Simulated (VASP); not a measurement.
Runs of VASP 6.6.1 on Ag. The structure is that of space group Im-3m (No. 229), or close to it. The cells are those of the table. This isn't the form of Ag at room conditions, which is fcc.

```csv
task,cell,k mesh,cutoff (eV),gap on the mesh (eV),pressure (GPa)
single point,"a = 2.709 Å, angles 109.5°, 1 atom",17 × 17 × 17,520,none,(a)
single point,"a = 2.610 Å, angles 109.5°, 1 atom",26 × 26 × 26,520,none,34.8
relaxation of cell and atoms,"relaxed from a = 2.749 Å, angles 109.5°, 1 atom",17 × 17 × 17,600,none,0.0
single point,"a = 2.756 Å, angles 109.5°, 1 atom",17 × 17 × 17,520,none,0.1
single point,"a = 2.610 Å, angles 109.5°, 1 atom",17 × 17 × 17,520,none,34.9
```

Alike in all rows: level LDA; potentials or basis VASP PAW LDA potentials, release 64 (Ag); no spin polarisation; smearing fermi-dirac 0.1 eV.

Question: Estimate the missing entries.

Answer: (a) 8.1.

Caveats: the cell stands under pressure (at least some runs).

A k mesh can miss the band edges, and the runs leave out spin-orbit coupling on Ag.

A gap of «none» marks levels without a gap at the run's occupations.
